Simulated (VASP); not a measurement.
# Ca2C (Fm-3m) in VASP: further runs, part 2 of 2

VASP 6.6.1.

**4. Single point, r2SCAN**

File POSCAR:

```
Ca2C
1.0
    0.0000000000      3.1285803947      3.1285803947
    3.1285803947      0.0000000000      3.1285803947
    3.1285803947      3.1285803947      0.0000000000
C Ca
1 2
Direct
    0.0000000000      0.0000000000      0.0000000000
    0.2500000000      0.2500000000      0.2500000000
    0.7500000000      0.7500000000      0.7500000000
```

File INCAR.step1:

```
SYSTEM = Ca2C
PREC = Accurate
ENCUT = 520
ISMEAR = 0
SIGMA = 0.01
LREAL = .False.
LASPH = .True.
NELM = 80
NBANDS = 19
GGA = PE
ALGO = Normal
EDIFF = 1E-4
LWAVE = .True.
LCHARG = .False.
```

File INCAR.step2:

```
SYSTEM = Ca2C
PREC = Accurate
ENCUT = 520
EDIFF = 1E-6
ISMEAR = 0
SIGMA = 0.01
LREAL = .False.
LASPH = .True.
NELM = 80
ALGO = Normal
ISIF = 2
LWAVE = .False.
LCHARG = .False.
METAGGA = R2SCAN
LMIXTAU = .True.
NBANDS = 19
ISTART = 1
```

File KPOINTS:

```
Automatic mesh
0
Gamma
  6 6 6
  0 0 0
```

Potentials or basis: VASP PAW PBE potentials, release 64 (C, Ca_sv).

Command:

```sh
> cat potpaw_PBE.64/C/POTCAR potpaw_PBE.64/Ca_sv/POTCAR > POTCAR
> cp INCAR.step1 INCAR
> mpirun -np 1 vasp_std > vasp.out
> cp INCAR.step2 INCAR
> mpirun -np 1 vasp_std > vasp.out
```

OUTCAR:

```text
SYSTEM = Ca2C
   PREC = Accurate
   ENCUT = 520
   EDIFF = 1E-6
   ISMEAR = 0
   LREAL = .False.
   LASPH = .True.
   NELM = 80
   ISIF = 2
   METAGGA = R2SCAN
   ISTART = 1

 ion  position               nearest neighbor table
   1  0.000  0.000  0.000-
   2  0.250  0.250  0.250-   3 3.13   3 3.13   3 3.13   3 3.13   3 3.13   3 3.13
   3  0.750  0.750  0.750-   2 3.13   2 3.13   2 3.13   2 3.13   2 3.13   2 3.13

  LATTYP: Found a face centered cubic cell.
 ALAT       =     6.2571607894

  Lattice vectors:

 A1 = (   0.0000000000,   3.1285803947,   3.1285803947)
 A2 = (   3.1285803947,   0.0000000000,   3.1285803947)
 A3 = (   3.1285803947,   3.1285803947,   0.0000000000)

Analysis of symmetry for initial positions (statically):
=====================================================================
 Subroutine PRICEL returns:
 Original cell was already a primitive cell.

 Routine SETGRP: Setting up the symmetry group for a
 face centered cubic supercell.

 Subroutine GETGRP returns: Found 48 space group operations
 (whereof 48 operations were pure point group operations)
 out of a pool of 48 trial point group operations.

The static configuration has the point symmetry O_h .

Analysis of symmetry for dynamics (positions and initial velocities):
=====================================================================
 Subroutine PRICEL returns:
 Original cell was already a primitive cell.

 Routine SETGRP: Setting up the symmetry group for a
 face centered cubic supercell.

 Subroutine GETGRP returns: Found 48 space group operations
 (whereof 48 operations were pure point group operations)
 out of a pool of 48 trial point group operations.

The dynamic configuration has the point symmetry O_h .

 Subroutine INISYM returns: Found 48 space group operations
 (whereof 48 operations are pure point group operations),
 and found     1 'primitive' translations

----------------------------------------------------------------------------------------

                                     Primitive cell

  volume of cell :      61.2452

  direct lattice vectors                    reciprocal lattice vectors
     0.000000000  3.128580395  3.128580395    -0.159816894  0.159816894  0.159816894
     3.128580395  0.000000000  3.128580395     0.159816894 -0.159816894  0.159816894
     3.128580395  3.128580395  0.000000000     0.159816894  0.159816894 -0.159816894

  length of vectors
     4.424480825  4.424480825  4.424480825     0.276810980  0.276810980  0.276810980

  position of ions in fractional coordinates (direct lattice)
     0.000000000  0.000000000  0.000000000
     0.250000000  0.250000000  0.250000000
     0.750000000  0.750000000  0.750000000

  ion indices of the primitive-cell ions
   primitive index   ion index
                 1           1
                 2           2
                 3           3

----------------------------------------------------------------------------------------

 KPOINTS: Automatic mesh

Automatic generation of k-mesh.
 Grid dimensions read from file:
 generate k-points for:    6    6    6

 Generating k-lattice:

  Cartesian coordinates                     Fractional coordinates (reciprocal lattice)
    -0.026636149  0.026636149  0.026636149     0.166666667  0.000000000  0.000000000
     0.026636149 -0.026636149  0.026636149     0.000000000  0.166666667  0.000000000
     0.026636149  0.026636149 -0.026636149     0.000000000  0.000000000  0.166666667

  Length of vectors
     0.046135163  0.046135163  0.046135163

  Shift w.r.t. Gamma in fractional coordinates (k-lattice)
     0.000000000  0.000000000  0.000000000

 Subroutine IBZKPT returns following result:
 ===========================================

 Found     16 irreducible k-points:

 Following reciprocal coordinates:
            Coordinates               Weight
  0.000000  0.000000  0.000000      1.000000
  0.166667  0.000000  0.000000      8.000000
  0.333333  0.000000  0.000000      8.000000
  0.500000  0.000000  0.000000      4.000000
  0.166667  0.166667  0.000000      6.000000
  0.333333  0.166667  0.000000     24.000000
[... 8 lines left out ...]
 -0.333333  0.333333  0.166667     24.000000
 -0.333333  0.500000  0.166667     12.000000
   k-points           NKPTS =     16   k-points in BZ     NKDIM =     16   number of bands    NBANDS=     19
   number of dos      NEDOS =    301   number of ions     NIONS =      3
   total plane-waves  NPLWV =  46656
   dimension x,y,z NGX =    36 NGY =   36 NGZ =   36
   dimension x,y,z NGXF=    72 NGYF=   72 NGZF=   72
   ions per type =               1   2
   NGX,Y,Z   is equivalent  to a cutoff of  13.53, 13.53, 13.53 a.u.
   NGXF,Y,Z  is equivalent  to a cutoff of  27.05, 27.05, 27.05 a.u.
 SYSTEM =  Ca2C
   PREC   = accura    normal or accurate (medium, high low for compatibility)
   ISTART =      1    job   : 0-new  1-cont  2-samecut
   ICHARG =      0    charge: 1-file 2-atom 10-const
   ISPIN  =      1    spin polarized calculation?
   LNONCOLLINEAR =      F non collinear calculations
   LSORBIT =      F    spin-orbit coupling
   LASPH  =      T    aspherical Exc in radial PAW
   ENCUT  =  520.0 eV  38.22 Ry    6.18 a.u.   8.23  8.23  8.23*2*pi/ulx,y,z
   NELM   =     80;   NELMIN=  2; NELMDL=  0     # of ELM steps
   EDIFF  = 0.1E-05   stopping-criterion for ELM
   LREAL  =      F    real-space projection
   EDIFFG = 0.1E-04   stopping-criterion for IOM
   NSW    =      0    number of steps for IOM
   IBRION =     -1    ionic relax: 0-MD 1-quasi-New 2-CG
   NFREE  =      0    steps in history (QN), initial steepest desc. (CG)
   ISIF   =      2    stress and relaxation
   ISYM   =      2    0-nonsym 1-usesym 2-fastsym
   POTIM  = 0.5000    time-step for ionic-motion
   TEBEG  =    0.0;   TEEND  =   0.0 temperature during run
   PSTRESS=    0.0 pullay stress
   NELECT =      24.0000    total number of electrons
   NUPDOWN=      -1.0000    fix difference up-down
   EMIN   =  10.00;   EMAX   =-10.00  energy-range for DOS
   EFERMI =   0.00;   METHOD = LEGACY
   ISMEAR =     0;   SIGMA  =   0.01  broadening in eV -4-tet -1-fermi 0-gaus
   EFERMI_NEDOS =   21; number of points for ismear=-14 and -15
   IALGO  =     38    algorithm
   IMIX   =      4    mixing-type and parameters
     AMIX     =   0.40;   BMIX     =  1.00
     AMIX_MAG =   1.60;   BMIX_MAG =  1.00
  volume/ion in A,a.u.               =      20.42       137.77
  Fermi-wavevector in a.u.,A,eV,Ry     =   1.197994  2.263880 19.526936  1.435189
  Thomas-Fermi vector in A             =   2.333894
   LORBIT       =      0    0 simple, 1 ext, 2 COOP (PROOUT), +10 PAW based schemes
   METAGGA = R2SCAN    functional components
   LHFCALC =     F    Hartree Fock is set to
   AEXX    =    0.0000 exact exchange contribution
   IVDW    =     0    specifies the selected vdW correction
   LEPSILON=     F    determine dielectric tensor
   LRPA    =     F    only Hartree local field effects (RPA)
 non-spin polarized calculation
 Gauss-broadening in eV      SIGMA  =   0.01
  energy-cutoff  :      520.00
  volume of cell :       61.25
 maximum number of plane-waves:      1676
 NGX is ok and might be reduce to    36
   NGX = 17   NGY = 17   NGZ = 17

 number of electron      24.0000003 magnetization

 Free energy of the ion-electron system (eV)
  ---------------------------------------------------
  ext. energy  EPLUGINS =         0.00000000
  ---------------------------------------------------
  free energy    TOTEN  =       -23.30224462 eV

  energy without entropy =      -23.30224462  energy(sigma->0) =      -23.30224462

 E-fermi :   3.3533     XC(G=0):  -9.9756

 val. band max:        3.2221146592   @ k =   0.5000   0.5000   0.0000
 cond. band min:       3.6222591895   @ k =   0.5000   0.5000   0.0000
 fundamental gap:      0.4001445303
 Fermi energy:         3.3533092899

 k-point     1 :       0.0000    0.0000    0.0000
  band No.  band energies     occupation
      1     -38.7541      2.00000
      2     -38.5444      2.00000
      3     -19.0419      2.00000
      4     -19.0419      2.00000
      5     -19.0418      2.00000
      6     -18.6129      2.00000
[... 11 lines left out ...]
     18       9.5372      0.00000
     19      10.2832      0.00000
[... 309 lines left out ...]
 k-point    16 :      -0.3333    0.5000    0.1667
  band No.  band energies     occupation
      1     -38.6629      2.00000
      2     -38.6281      2.00000
      3     -19.2397      2.00000
      4     -19.1725      2.00000
      5     -18.9997      2.00000
      6     -18.7041      2.00000
[... 11 lines left out ...]
     18       8.2657      0.00000
     19       9.1171      0.00000

------------------------ aborting loop because EDIFF is reached ----------------------------------------

  FORCE on cell =-STRESS in cart. coord.  units (eV):
  Direction    XX          YY          ZZ          XY          YZ          ZX
  --------------------------------------------------------------------------------------
  -------------------------------------------------------------------------------------
  Total        0.1520141      0.1520141      0.1520141      0.0000000      0.0000000     -0.0000000
  in kB        3.9766965      3.9766965      3.9766965      0.0000000      0.0000000     -0.0000000
  external PRESSURE =       3.9766965 kB  Pullay stress =       0.0000000 kB

 VOLUME and BASIS-vectors are now :
 -----------------------------------------------------------------------------
  energy-cutoff  :      520.00
  volume of cell :       61.25
      direct lattice vectors                 reciprocal lattice vectors
     0.000000000  3.128580395  3.128580395    -0.159816894  0.159816894  0.159816894
     3.128580395  0.000000000  3.128580395     0.159816894 -0.159816894  0.159816894
     3.128580395  3.128580395  0.000000000     0.159816894  0.159816894 -0.159816894

 POSITION                                       TOTAL-FORCE (eV/Angst)
 -----------------------------------------------------------------------------------
      0.00000      0.00000      0.00000         0.000000      0.000000      0.000000
      1.56429      1.56429      1.56429         0.000000     -0.000000      0.000000
      4.69287      4.69287      4.69287        -0.000000      0.000000     -0.000000
 -----------------------------------------------------------------------------------
    total drift:                                0.000000      0.000000      0.000000

  FREE ENERGIE OF THE ION-ELECTRON SYSTEM (eV)
  ---------------------------------------------------
  free  energy   TOTEN  =       -23.3022446210 eV

  energy  without entropy=      -23.3022446210  energy(sigma->0) =      -23.30224462
```

Run time: 1.8 min. Hardware: 1 thread of Intel Xeon Platinum 8488C (Sapphire Rapids), shared host; peak memory 0.22 GiB.

Results:

| Item | Value |
| --- | --- |
| Free energy | -23.3022 eV |
| Pressure | 0.4 GPa |
| Band gap on the k mesh | 0.40 eV |

Levels at points of the mesh, in eV from the valence-band top:
| k point | band 8 | band 9 | band 10 | band 11 | band 12 | band 13 | band 14 | band 15 | band 16 | band 17 |
| --- | --- | --- | --- | --- | --- | --- | --- | --- | --- | --- |
| (0.00, 0.00, 0.00) | -21.84 | -8.94 | -1.09 | -1.09 | -1.09 | 1.11 | 2.20 | 2.20 | 6.32 | 6.32 |
| (0.50, 0.00, 0.00) | -22.06 | -8.34 | -1.94 | -0.42 | -0.42 | 3.05 | 3.34 | 3.34 | 4.71 | 4.92 |
| (0.50, 0.50, 0.00) | -21.72 | -8.20 | -1.98 | 0.00 | 0.00 | 0.40 | 2.94 | 3.12 | 5.20 | 5.20 |

Caveat: the PAW data sets were made with another functional, which shifts forces and pressure a little. A k mesh can miss the band edges.

**5. Single point, HSE06**

POSCAR is that of step 4.

File INCAR.step1:

```
SYSTEM = Ca2C
ALGO = Normal
EDIFF = 1E-5
ENCUT = 520
GGA = PE
ISIF = 2
ISMEAR = 0
LASPH = .True.
LCHARG = .False.
LREAL = .False.
LWAVE = .True.
NBANDS = 19
NELM = 60
PREC = Accurate
SIGMA = 0.01
```

File INCAR.step2:

```
SYSTEM = Ca2C
ALGO = Normal
EDIFF = 1E-6
ENCUT = 520
GGA = PE
HFSCREEN = 0.2079
ISIF = 2
ISMEAR = 0
ISTART = 1
LASPH = .True.
LCHARG = .False.
LHFCALC = .True.
LREAL = .False.
LWAVE = .False.
NBANDS = 19
NELM = 60
PREC = Accurate
PRECFOCK = Normal
SIGMA = 0.01
```

File KPOINTS:

```
k-points
0
Gamma
  4 4 4
  0 0 0
```

Command:

```sh
> cat potpaw_PBE.64/C/POTCAR potpaw_PBE.64/Ca_sv/POTCAR > POTCAR
> cp INCAR.step1 INCAR
> mpirun -np 1 vasp_std > vasp.out
> cp INCAR.step2 INCAR
> mpirun -np 1 vasp_std > vasp.out
```

Run time: 18 min. Hardware: 1 thread of Intel Xeon Platinum 8488C (Sapphire Rapids), shared host; peak memory 0.32 GiB.

The run converged. Its results:

| Item | Value |
| --- | --- |
| Free energy | -13.0796 eV |
| Pressure | 0.6 GPa |
| Band gap on the k mesh | 0.82 eV |

Levels at points of the mesh, in eV from the valence-band top:
```tsv
k point	band 8	band 9	band 10	band 11	band 12	band 13	band 14	band 15	band 16	band 17
(0.00, 0.00, 0.00)	-22.71	-9.48	-1.07	-1.07	-1.07	1.40	3.02	3.02	7.18	7.18
(0.50, 0.00, 0.00)	-22.95	-8.78	-2.17	-0.39	-0.39	3.74	4.07	4.07	5.02	5.89
(0.50, 0.50, 0.00)	-22.60	-8.62	-2.18	0.00	0.00	0.82	3.57	4.02	6.05	6.05
```

Caveat: the k points lie up to 0.43 Å⁻¹ apart; the PAW data sets were made with another functional, which shifts forces and pressure a little.

**6. Overview**

| level | k mesh | grid for exact exchange (PRECFOCK) | share of exact exchange | screening parameter | gap on the mesh (eV) | pressure (GPa) |
| --- | --- | --- | --- | --- | --- | --- |
| PBE | 6 × 6 × 6 | - | - | - | 0.20 | 0.9 |
| r2SCAN | 6 × 6 × 6 | - | - | - | 0.40 | 0.4 |
| HSE06 | 4 × 4 × 4 | Normal | 0.25 | 0.2079 1/Å | 0.82 | 0.6 |

Alike in all rows: task single point; potentials or basis VASP PAW PBE potentials, release 64 (C, Ca_sv); no spin polarisation; cell as given; cutoff (eV) 520; smearing gaussian 0.01 eV.

Caveats: some runs use coarse meshes; the PAW data sets were made with another functional, which shifts forces and pressure a little (at least some runs).

Total energies depend on the potentials used, so only differences within one code and one set of settings carry meaning.
